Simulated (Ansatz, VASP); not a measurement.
Y in VASP and in Ansatz

```
CELL_PARAMETERS angstrom
3.65799 0.00000 0.00000
-1.82899 3.16791 0.00000
0.00000 0.00000 5.66965
ATOMIC_POSITIONS crystal
Y 0.33333 0.66667 0.25000
Y 0.66667 0.33333 0.75000
```

Alike in both runs: task relaxation of cell and atoms; functional PBE; k mesh 12 × 12 × 6; occupations fermi-dirac, width 0.15 eV; no spin polarisation.

```csv
,VASP,Ansatz
version,VASP 6.6.1,Ansatz 0.2.0
potentials or method,"VASP PAW PBE potentials, release 64 (Y_sv), cutoff 600 eV","scalar-relativistic, plane waves, PAW"
valence electrons in the cell,22,22
```

|  | VASP | Ansatz | Ansatz less VASP |
| --- | --- | --- | --- |
| gap on the k mesh at the Fermi level, each at its own relaxed structure (eV) | none | none | - |
| relaxed volume (Å³/atom) | 32.95 | 33.04 | +0.087 |
| relaxed cell length with the largest relative difference (Å) | 5.720 | 5.726 | +0.0054 |

A gap of «none» marks a metal or a gap that the smearing closes.
